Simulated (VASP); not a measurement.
Write the native input for VASP 6.6.1 that does the following.

```yaml
Task: single point
Functional: PBE
Potentials_or_basis: VASP PAW PBE potentials, release 64 (Nb_sv)
Cutoff: 520 eV
k_mesh: 11 × 11 × 11
Occupations: fermi-dirac, width 0.05 eV
Spin: no spin polarisation
Dipole_correction: no
Further_INCAR_settings: ALGO = Normal; EDIFF = 1e-07; NBANDS = 12
```

The structure of Nb lies in POSCAR:

```
Nb
1.0
    0.0000000000      2.0864154149      2.0864154149
    2.0864154149      0.0000000000      2.0864154149
    2.0864154149      2.0864154149      0.0000000000
Nb
1
Direct
    0.0000000000      0.0000000000      0.0000000000
```

These files were run (other wordings do the same):

INCAR

```
SYSTEM = Nb
PREC     = Accurate       ! precision mode
ENCUT    = 520            ! plane-wave cutoff, eV
EDIFF    = 1E-7           ! SCF threshold, eV
ISMEAR   = -1             ! smearing method
SIGMA    = 0.05           ! smearing width, eV
LREAL    = .FALSE.        ! projectors in reciprocal space
LASPH    = .TRUE.         ! aspherical terms in the spheres
NELM     = 100            ! most SCF steps
ALGO     = Normal         ! electronic algorithm
ISIF     = 2              ! what is computed and relaxed
LWAVE    = .FALSE.        ! write WAVECAR
LCHARG   = .TRUE.         ! write CHGCAR
GGA      = PE             ! functional
LELF     = .TRUE.         ! ELF
LVHAR    = .TRUE.       
NBANDS   = 12             ! bands
```

KPOINTS

```
Automatic mesh
0
G
  11 11 11
  0 0 0
```

Potentials or basis: VASP PAW PBE potentials, release 64 (Nb_sv).

The run is started by

```sh
$ cat potpaw_PBE.64/Nb_sv/POTCAR > POTCAR
$ mpirun -np 1 vasp_std > vasp.out
```

Results of the run:

```yaml
Pressure: 4.8 GPa
```

Wall time 10 s on 1 thread of AMD EPYC 9R14 (Zen 4), with other jobs on the host, peak memory 0.11 GiB.
